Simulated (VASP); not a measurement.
The system is La2O3.

```
La O
1.0
     4.50666    0.00000    0.00000
     0.00000    4.50666    0.00000
     0.00000    0.00000    4.50666
La O
2 3
Direct
  0.00000 0.00000 0.00000
  0.50000 0.50000 0.50000
  0.00000 0.50000 0.50000
  0.50000 0.00000 0.50000
  0.50000 0.50000 0.00000
```

* Program: VASP 6.6.1
* Task: relaxation of cell and atoms
* Functional: PBE
* Potentials or basis: VASP PAW PBE potentials, release 64 (La, O)
* Cutoff: 600 eV
* k mesh: 4 × 4 × 4
* Occupations: gaussian, width 0.1 eV
* Spin: no spin polarisation

At the start: pressure 5.0 GPa; volume 18.31 Å³/atom.

Q: How do energy, volume and symmetry change on relaxing?

A: Over 3 steps the energy falls by 12.8 meV/atom and the volume is 19.16 Å³/atom (+4.6 %); space group Pm-3m (No. 221, to 0.05 Å).

The path:
```csv
step,energy change (eV),largest force (eV/Å),pressure (GPa),volume (Å³)
1,0.0000,0.0000,5.02,91.53
2,-0.0240,0.0000,-3.44,99.34
3,-0.0638,0.0000,-0.02,95.78
```

Final structure:
```
La O
1.0
     4.57529    0.00000    0.00000
     0.00000    4.57529    0.00000
     0.00000    0.00000    4.57529
La O
2 3
Direct
  0.00000 0.00000 0.00000
  0.50000 0.50000 0.50000
  0.00000 0.50000 0.50000
  0.50000 0.00000 0.50000
  0.50000 0.50000 0.00000
```
